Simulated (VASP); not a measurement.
# MoS2 (R3m) in VASP: notebook

Runs on MoS2. Level: PBE. Tasks: single point.

All numbers are computed with VASP 6.6.1; they aren't measurements. Logs are shortened: lines on timing, memory, paths and dates and some standing lists are left out, and cuts for length are marked.

### Step 1. The cell of the first run

It takes space group R3m (No. 160, trigonal). The conventional cell has a = 3.160 Å, b = 3.160 Å, c = 18.450 Å, α = 90.00°, β = 90.00°, γ = 120.00°. Mo (site symmetry 3m) has 6 S at 2.39 Å and 6 Mo at 3.16 Å within 3.2 Å. S (site symmetry 3m) has 3 Mo at 2.39 Å and 7 S at 3.08 to 3.16 Å within 3.2 Å. S (site symmetry 3m) has 3 Mo at 2.39 Å and 7 S at 3.08 to 3.16 Å within 3.2 Å.

### Step 2. Single point, PBE

Input file INCAR:

```
ALGO = Normal ; EDIFF = 1E-6
ENCUT = 520 ; GGA = PE
ISIF = 2 ; ISMEAR = 0
LASPH = True ; LCHARG = False
LREAL = False ; LWAVE = False
NBANDS = 20 ; NELM = 60
PREC = Accurate ; SIGMA = 0.1
```

Input file KPOINTS:

```
k-points
0
Gamma
  3 3 3
```

Input file POSCAR:

```
MoS2
1.0
    1.5800000000      0.9122100000      6.1500000000
   -1.5800000000      0.9122100000      6.1500000000
    0.0000000000     -1.8244300000      6.1500000000
Mo S
1 2
Direct
    0.0000000000      0.0000000000      0.0000000000
    0.2500000000      0.2500000000      0.2500000000
    0.4170000000      0.4170000000      0.4170000000
```

Potentials or basis: VASP PAW PBE potentials, release 64 (Mo_sv, S).

The run is started by

```bash
$ cat potpaw_PBE.64/Mo_sv/POTCAR potpaw_PBE.64/S/POTCAR > POTCAR
$ mpirun -np 1 vasp_std > vasp.out
```

OUTCAR:

```text
EDIFF = 1E-6
   ENCUT = 520
   GGA = PE
   ISIF = 2
   ISMEAR = 0
   LASPH = True
   LREAL = False
   NELM = 60
   PREC = Accurate

 ion  position               nearest neighbor table
   1  0.000  0.000  0.000-   2 2.39   2 2.39   2 2.39   3 2.39   3 2.39   3 2.39
   2  0.250  0.250  0.250-   1 2.39   1 2.39   1 2.39
   3  0.417  0.417  0.417-   1 2.39   1 2.39   1 2.39

  LATTYP: Found a trigonal (rhomboedric) cell.
 ALAT       =     6.4149066310
 COS(alpha) =     0.8786713151

  Lattice vectors:

 A1 = (   1.5800000000,   0.9122100000,   6.1500000000)
 A2 = (  -1.5800000000,   0.9122100000,   6.1500000000)
 A3 = (   0.0000000000,  -1.8244300000,   6.1500000000)

Analysis of symmetry for initial positions (statically):
=====================================================================
 Subroutine PRICEL returns:
 Original cell was already a primitive cell.

 Routine SETGRP: Setting up the symmetry group for a
 trigonal (rhombohedral) supercell.

 Subroutine GETGRP returns: Found  6 space group operations
 (whereof  6 operations were pure point group operations)
 out of a pool of 12 trial point group operations.

The static configuration has the point symmetry C_3v.

Analysis of symmetry for dynamics (positions and initial velocities):
=====================================================================
 Subroutine PRICEL returns:
 Original cell was already a primitive cell.

 Routine SETGRP: Setting up the symmetry group for a
 trigonal (rhombohedral) supercell.

 Subroutine GETGRP returns: Found  6 space group operations
 (whereof  6 operations were pure point group operations)
 out of a pool of 12 trial point group operations.

The dynamic configuration has the point symmetry C_3v.

 Subroutine INISYM returns: Found  6 space group operations
 (whereof  6 operations are pure point group operations),
 and found     1 'primitive' translations

----------------------------------------------------------------------------------------

                                     Primitive cell

  volume of cell :      53.1839

  direct lattice vectors                    reciprocal lattice vectors
     1.580000000  0.912210000  6.150000000     0.316455696  0.182705800  0.054200641
    -1.580000000  0.912210000  6.150000000    -0.316455696  0.182705800  0.054200641
     0.000000000 -1.824430000  6.150000000     0.000000000 -0.365411600  0.054200344

  length of vectors
     6.414906631  6.414906631  6.414908014     0.369409429  0.369409429  0.369409413

  position of ions in fractional coordinates (direct lattice)
     0.000000000  0.000000000  0.000000000
     0.250000000  0.250000000  0.250000000
     0.417000000  0.417000000  0.417000000

  ion indices of the primitive-cell ions
   primitive index   ion index
                 1           1
                 2           2
                 3           3

----------------------------------------------------------------------------------------

 KPOINTS: k-points

Automatic generation of k-mesh.
 Grid dimensions read from file:
 generate k-points for:    3    3    3

 Generating k-lattice:

  Cartesian coordinates                     Fractional coordinates (reciprocal lattice)
     0.105485232  0.060901933  0.018066880     0.333333333 -0.000000000  0.000000000
    -0.105485232  0.060901933  0.018066880    -0.000000000  0.333333333  0.000000000
     0.000000000 -0.121803867  0.018066781    -0.000000000 -0.000000000  0.333333333

  Length of vectors
     0.123136476  0.123136476  0.123136471

  Shift w.r.t. Gamma in fractional coordinates (k-lattice)
     0.000000000  0.000000000  0.000000000

 Subroutine IBZKPT returns following result:
 ===========================================

 Found      6 irreducible k-points:

 Following reciprocal coordinates:
            Coordinates               Weight
  0.000000  0.000000  0.000000      1.000000
  0.333333 -0.000000  0.000000      6.000000
  0.333333  0.333333  0.000000      6.000000
 -0.333333  0.333333  0.000000      6.000000
  0.333333  0.333333  0.333333      2.000000
 -0.333333  0.333333  0.333333      6.000000
   k-points           NKPTS =      6   k-points in BZ     NKDIM =      6   number of bands    NBANDS=     20
   number of dos      NEDOS =    301   number of ions     NIONS =      3
   total plane-waves  NPLWV = 110592
   dimension x,y,z NGX =    48 NGY =   48 NGZ =   48
   dimension x,y,z NGXF=    96 NGYF=   96 NGZF=   96
   ions per type =               1   2
   NGX,Y,Z   is equivalent  to a cutoff of  12.44, 12.44, 12.44 a.u.
   NGXF,Y,Z  is equivalent  to a cutoff of  24.88, 24.88, 24.88 a.u.
 SYSTEM =  unknown system
   PREC   = accura    normal or accurate (medium, high low for compatibility)
   ISTART =      0    job   : 0-new  1-cont  2-samecut
   ICHARG =      2    charge: 1-file 2-atom 10-const
   ISPIN  =      1    spin polarized calculation?
   LNONCOLLINEAR =      F non collinear calculations
   LSORBIT =      F    spin-orbit coupling
   LASPH  =      T    aspherical Exc in radial PAW
   ENCUT  =  520.0 eV  38.22 Ry    6.18 a.u.  11.93 11.93 11.93*2*pi/ulx,y,z
   NELM   =     60;   NELMIN=  2; NELMDL= -5     # of ELM steps
   EDIFF  = 0.1E-05   stopping-criterion for ELM
   LREAL  =      F    real-space projection
   EDIFFG = 0.1E-04   stopping-criterion for IOM
   NSW    =      0    number of steps for IOM
   IBRION =     -1    ionic relax: 0-MD 1-quasi-New 2-CG
   NFREE  =      0    steps in history (QN), initial steepest desc. (CG)
   ISIF   =      2    stress and relaxation
   ISYM   =      2    0-nonsym 1-usesym 2-fastsym
   POTIM  = 0.5000    time-step for ionic-motion
   TEBEG  =    0.0;   TEEND  =   0.0 temperature during run
   PSTRESS=    0.0 pullay stress
   NELECT =      26.0000    total number of electrons
   NUPDOWN=      -1.0000    fix difference up-down
   EMIN   =  10.00;   EMAX   =-10.00  energy-range for DOS
   EFERMI =   0.00;   METHOD = LEGACY
   ISMEAR =     0;   SIGMA  =   0.10  broadening in eV -4-tet -1-fermi 0-gaus
   EFERMI_NEDOS =   21; number of points for ismear=-14 and -15
   IALGO  =     38    algorithm
   IMIX   =      4    mixing-type and parameters
     AMIX     =   0.40;   BMIX     =  1.00
     AMIX_MAG =   1.60;   BMIX_MAG =  1.00
  volume/ion in A,a.u.               =      17.73       119.63
  Fermi-wavevector in a.u.,A,eV,Ry     =   1.289652  2.437090 22.629253  1.663203
  Thomas-Fermi vector in A             =   2.421532
   LORBIT       =      0    0 simple, 1 ext, 2 COOP (PROOUT), +10 PAW based schemes
   GGA     = PE    functional components
   LHFCALC =     F    Hartree Fock is set to
   AEXX    =    0.0000 exact exchange contribution
   IVDW    =     0    specifies the selected vdW correction
   LEPSILON=     F    determine dielectric tensor
   LRPA    =     F    only Hartree local field effects (RPA)
 non-spin polarized calculation
 Gauss-broadening in eV      SIGMA  =   0.10
  energy-cutoff  :      520.00
  volume of cell :       53.18
 maximum number of plane-waves:      1443
   NGX = 23   NGY = 23   NGZ = 23

 number of electron      25.9999998 magnetization

 Free energy of the ion-electron system (eV)
  ---------------------------------------------------
  ext. energy  EPLUGINS =         0.00000000
  ---------------------------------------------------
  free energy    TOTEN  =       -21.79641762 eV

  energy without entropy =      -21.79641762  energy(sigma->0) =      -21.79641762

 E-fermi :   8.2111     XC(G=0): -10.8317

 val. band max:        7.5391922088   @ k =   0.3333   0.3333   0.3333
 cond. band min:       8.6536583485   @ k =  -0.3333   0.3333   0.0000
 fundamental gap:      1.1144661397
 Fermi energy:         8.2111466499

 k-point     1 :       0.0000    0.0000    0.0000
  band No.  band energies     occupation
      1     -53.7905      2.00000
      2     -28.0188      2.00000
      3     -27.7078      2.00000
      4     -27.7078      2.00000
      5      -7.4712      2.00000
      6      -5.7651      2.00000
      7       0.6495      2.00000
      8       4.2539      2.00000
      9       4.2539      2.00000
     10       5.3402      2.00000
     11       5.3402      2.00000
     12       6.3696      2.00000
     13       6.5048      2.00000
     14       9.6952      0.00000
     15       9.6952      0.00000
     16      10.1201      0.00000
     17      10.1201      0.00000
     18      13.1996      0.00000
     19      15.7727      0.00000
     20      16.1507      0.00000

 k-point     2 :       0.3333   -0.0000    0.0000
  band No.  band energies     occupation
      1     -53.7592      2.00000
      2     -28.0161      2.00000
      3     -27.9564      2.00000
      4     -27.7785      2.00000
      5      -6.0705      2.00000
      6      -5.3439      2.00000
      7       1.3571      2.00000
      8       2.6016      2.00000
      9       2.9087      2.00000
     10       3.9393      2.00000
     11       5.5549      2.00000
     12       5.5690      2.00000
     13       5.9093      2.00000
     14       9.1458      0.00000
     15       9.3384      0.00000
     16      10.7891      0.00000
     17      10.9961      0.00000
     18      14.6349      0.00000
     19      15.0978      0.00000
     20      15.4902      0.00000

 k-point     3 :       0.3333    0.3333    0.0000
  band No.  band energies     occupation
      1     -53.7592      2.00000
      2     -28.0160      2.00000
      3     -27.9565      2.00000
      4     -27.7785      2.00000
      5      -6.0154      2.00000
      6      -5.4177      2.00000
      7       1.4606      2.00000
      8       2.5397      2.00000
      9       3.0512      2.00000
     10       3.9975      2.00000
     11       5.1609      2.00000
     12       5.4625      2.00000
     13       6.0086      2.00000
     14       9.2120      0.00000
     15       9.3242      0.00000
     16      10.6033      0.00000
     17      11.2720      0.00000
     18      14.6341      0.00000
     19      15.2899      0.00000
     20      16.0504      0.00000

 k-point     4 :      -0.3333    0.3333    0.0000
  band No.  band energies     occupation
      1     -53.7435      2.00000
      2     -28.0164      2.00000
      3     -27.9668      2.00000
      4     -27.9251      2.00000
      5      -5.1206      2.00000
      6      -5.0647      2.00000
      7       1.3292      2.00000
      8       2.1577      2.00000
      9       2.7045      2.00000
     10       3.2444      2.00000
     11       3.9564      2.00000
     12       4.7472      2.00000
     13       6.9688      2.00000
     14       8.6537      0.00000
     15       9.9865      0.00000
     16      10.7101      0.00000
     17      12.0060      0.00000
     18      13.9441      0.00000
     19      15.1943      0.00000
     20      16.7321      0.00000

 k-point     5 :       0.3333    0.3333    0.3333
  band No.  band energies     occupation
      1     -53.7905      2.00000
      2     -28.0189      2.00000
      3     -27.7078      2.00000
      4     -27.7078      2.00000
      5      -7.2966      2.00000
      6      -6.0705      2.00000
      7       1.3267      2.00000
      8       4.2425      2.00000
      9       4.2425      2.00000
     10       4.6005      2.00000
     11       5.3616      2.00000
     12       5.3616      2.00000
     13       7.5392      2.00000
     14       9.7602      0.00000
     15       9.7602      0.00000
     16      10.0260      0.00000
     17      10.0260      0.00000
     18      13.2768      0.00000
     19      16.1259      0.00000
     20      17.1310      0.00000

 k-point     6 :      -0.3333    0.3333    0.3333
  band No.  band energies     occupation
      1     -53.7592      2.00000
      2     -28.0160      2.00000
      3     -27.9565      2.00000
      4     -27.7785      2.00000
      5      -5.9046      2.00000
      6      -5.5480      2.00000
      7       1.6417      2.00000
      8       2.4049      2.00000
      9       3.0423      2.00000
     10       3.9785      2.00000
     11       5.0319      2.00000
     12       5.4909      2.00000
     13       6.0209      2.00000
     14       9.2495      0.00000
     15       9.7655      0.00000
     16      10.3261      0.00000
     17      11.1950      0.00000
     18      14.2699      0.00000
     19      15.3974      0.00000
     20      16.4177      0.00000

------------------------ aborting loop because EDIFF is reached ----------------------------------------

  FORCE on cell =-STRESS in cart. coord.  units (eV):
  Direction    XX          YY          ZZ          XY          YZ          ZX
  --------------------------------------------------------------------------------------
  -------------------------------------------------------------------------------------
  Total        1.5320454      1.5320451      2.0043161     -0.0000000     -0.0000011      0.0000000
  in kB       46.1532560     46.1532467     60.3805315     -0.0000000     -0.0000327      0.0000000
  external PRESSURE =      50.8956781 kB  Pullay stress =       0.0000000 kB

 VOLUME and BASIS-vectors are now :
 -----------------------------------------------------------------------------
  energy-cutoff  :      520.00
  volume of cell :       53.18
      direct lattice vectors                 reciprocal lattice vectors
     1.580000000  0.912210000  6.150000000     0.316455696  0.182705800  0.054200641
    -1.580000000  0.912210000  6.150000000    -0.316455696  0.182705800  0.054200641
     0.000000000 -1.824430000  6.150000000     0.000000000 -0.365411600  0.054200344

 POSITION                                       TOTAL-FORCE (eV/Angst)
 -----------------------------------------------------------------------------------
      0.00000      0.00000      0.00000         0.000000     -0.000000      0.083757
      0.00000     -0.00000      4.61250         0.000000      0.000000     -0.284877
      0.00000     -0.00000      7.69365         0.000000     -0.000000      0.201121
 -----------------------------------------------------------------------------------
    total drift:                                0.000000     -0.000003      0.000080

  FREE ENERGIE OF THE ION-ELECTRON SYSTEM (eV)
  ---------------------------------------------------
  free  energy   TOTEN  =       -21.7964176179 eV

  energy  without entropy=      -21.7964176179  energy(sigma->0) =      -21.79641762
```

Run time: 19 s. Hardware: 1 thread of AMD EPYC 7R13 (Zen 3), shared host; peak memory 0.27 GiB.

What came out:

| Item | Value |
| --- | --- |
| Free energy | -21.7964 eV |
| Pressure | 5.1 GPa |
| Largest force | 0.285 eV/Å |
| Band gap on the k mesh | 1.11 eV (least direct gap 1.68 eV) |

Forces in eV/Å, atoms in the order of the input:
```
Mo   0.000  0.000  0.084
S    0.000  0.000 -0.285
S    0.000  0.000  0.201
```

Levels at points of the mesh, in eV from the valence-band top:
| k point | band 10 | band 11 | band 12 | band 13 | band 14 | band 15 | band 16 | band 17 |
| --- | --- | --- | --- | --- | --- | --- | --- | --- |
| (0.00, 0.00, 0.00) | -2.20 | -2.20 | -1.17 | -1.03 | 2.16 | 2.16 | 2.58 | 2.58 |

Caveat: the k points lie up to 0.77 Å⁻¹ apart; an odd mesh through Γ misses points on the zone boundary, where band edges can lie.

### Step 3. Single point, PBE

Input file INCAR:

```
PREC = Accurate
ENCUT = 520
EDIFF = 1E-7
ISMEAR = 0
SIGMA = 0.1
LREAL = False
LASPH = True
NELM = 60
ALGO = Normal
ISIF = 2
LWAVE = False
LCHARG = False
GGA = PE
NBANDS = 20
```

Input file KPOINTS:

```
Automatic mesh
0
Gamma
  4 4 4
```

POSCAR is that of step 2.

Potentials or basis: VASP PAW PBE potentials, release 64 (Mo_sv, S).

The run is started by

```bash
$ cat potpaw_PBE.64/Mo_sv/POTCAR potpaw_PBE.64/S/POTCAR > POTCAR
$ mpirun -np 1 vasp_std > vasp.out
```

It took 37 s on 1 thread of AMD EPYC 7R13 (Zen 3), shared host; peak memory 0.27 GiB.

The run converged. Its results:

| Property | Result |
| --- | --- |
| Free energy | -21.8464 eV |
| Pressure | 4.8 GPa |
| Largest force | 0.471 eV/Å |
| Band gap on the k mesh | 1.23 eV (least direct gap 2.12 eV) |

Forces on the atoms (eV/Å):
```
Mo   0.000  0.000  0.081
S    0.000  0.000 -0.471
S    0.000  0.000  0.389
```

Stress tensor (GPa, compression positive):
```
3.88 0.00 0.00
0.00 3.88 0.00
0.00 0.00 6.59
```

Levels at points of the mesh, in eV from the valence-band top:
| k point | band 10 | band 11 | band 12 | band 13 | band 14 | band 15 | band 16 | band 17 |
| --- | --- | --- | --- | --- | --- | --- | --- | --- |
| (0.00, 0.00, 0.00) | -2.34 | -2.34 | -1.28 | -1.17 | 2.03 | 2.03 | 2.44 | 2.44 |
| (0.50, 0.00, 0.00) | -4.06 | -2.38 | -1.68 | -1.49 | 1.59 | 2.03 | 3.49 | 3.50 |
| (0.50, 0.50, 0.00) | -3.99 | -2.94 | -1.86 | -1.33 | 1.54 | 2.15 | 3.03 | 3.92 |
| (0.50, 0.50, 0.50) | -3.49 | -2.31 | -2.31 | 0.00 | 2.12 | 2.12 | 2.31 | 2.31 |

Caveat: the k points lie up to 0.58 Å⁻¹ apart.

### Step 4. Single point, PBE

Input file INCAR:

```
PREC     = Accurate       # precision mode
ENCUT    = 520            # plane-wave cutoff, eV
EDIFF    = 1E-6           # SCF threshold, eV
ISMEAR   = 0              # smearing method
SIGMA    = 0.1            # smearing width, eV
LREAL    = False          # projectors in reciprocal space
LASPH    = True           # aspherical terms in the spheres
NELM     = 60             # most SCF steps
ALGO     = Normal         # electronic algorithm
ISIF     = 2              # what is computed and relaxed
LWAVE    = False          # write WAVECAR
LCHARG   = False          # write CHGCAR
GGA      = PE             # functional
NBANDS   = 20             # bands
```

Input file KPOINTS:

```
Automatic mesh
0
Gamma
  5 5 5
```

POSCAR is that of step 3.

The run is started by

```bash
$ cat potpaw_PBE.64/Mo_sv/POTCAR potpaw_PBE.64/S/POTCAR > POTCAR
$ mpirun -np 1 vasp_std > vasp.out
```

It took 48 s on 1 thread of AMD EPYC 7R13 (Zen 3), shared host; peak memory 0.27 GiB.

It converged, with:

```
Free energy            : -21.7893 eV
Pressure               : 5.2 GPa
Largest force          : 0.511 eV/Å
Band gap on the k mesh : 1.01 eV (least direct gap 2.16 eV)
```

Forces in eV/Å, atoms in the order of the input:
```
Mo   0.000  0.000  0.085
S    0.000  0.000 -0.511
S    0.000  0.000  0.426
```

Stress tensor (GPa, compression positive):
```
4.43 0.00 0.00
0.00 4.43 0.00
0.00 0.00 6.80
```

Levels at points of the mesh, in eV from the valence-band top:
| k point | band 10 | band 11 | band 12 | band 13 | band 14 | band 15 | band 16 | band 17 |
| --- | --- | --- | --- | --- | --- | --- | --- | --- |
| (0.00, 0.00, 0.00) | -2.29 | -2.29 | -1.23 | -1.12 | 2.07 | 2.07 | 2.49 | 2.49 |

Caveat: the k points lie up to 0.46 Å⁻¹ apart; an odd mesh through Γ misses points on the zone boundary, where band edges can lie. As with any semilocal functional, this PBE gap is likely too small.

[end of part 1 of 2]
